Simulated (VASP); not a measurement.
Here is a VASP 6.6.1 calculation.

Contents of POSCAR:

```
Os
1.0
    1.9125473806      1.1042097450      2.7339624541
   -1.9125473806      1.1042097450      2.7339624541
    0.0000000000     -2.2084194901      2.7339624541
Os
2
Direct
    0.2183228719      0.2183228719      0.2183228719
    0.7816771281      0.7816771281      0.7816771281
```

File INCAR.step1:

```
PREC = Accurate ; ENCUT = 520
ISMEAR = 0 ; SIGMA = 0.1
LREAL = F ; LASPH = T
NELM = 100 ; NBANDS = 15
GGA = PE ; ALGO = Normal
EDIFF = 1E-4 ; LWAVE = T
LCHARG = F
```

File INCAR.step2:

```
PREC = Accurate ; ENCUT = 520
EDIFF = 1E-7 ; ISMEAR = 0
SIGMA = 0.1 ; LREAL = F
LASPH = T ; NELM = 100
ALGO = Normal ; ISIF = 2
LWAVE = F ; LCHARG = F
METAGGA = R2SCAN ; LMIXTAU = T
NBANDS = 15 ; ISTART = 1
```

Contents of KPOINTS:

```
regular mesh
0
Gamma
  6 6 6
```

Potentials or basis: VASP PAW PBE potentials, release 64 (Os).

The run is started by

```sh
$ cat potpaw_PBE.64/Os/POTCAR > POTCAR
$ cp INCAR.step1 INCAR
$ mpirun -np 1 vasp_std > vasp.out
$ cp INCAR.step2 INCAR
$ mpirun -np 1 vasp_std > vasp.out
```

**Question.** What does it give for the pressure?

**Answer.** -0.9 GPa.

**Question.** Predict the band gap on the k mesh.

**Answer.** Zero (band 8 reaches 8.26 eV, above the bottom of band 9 at 6.23 eV).

Forces in eV/Å, atoms in the order of the input:
```
Os   0.000  0.000 -0.116
Os   0.000  0.000  0.116
```

Caveat: the PAW data sets were made with another functional, which shifts forces and pressure a little; spin-orbit coupling is left out, which moves the levels of the heavy elements.
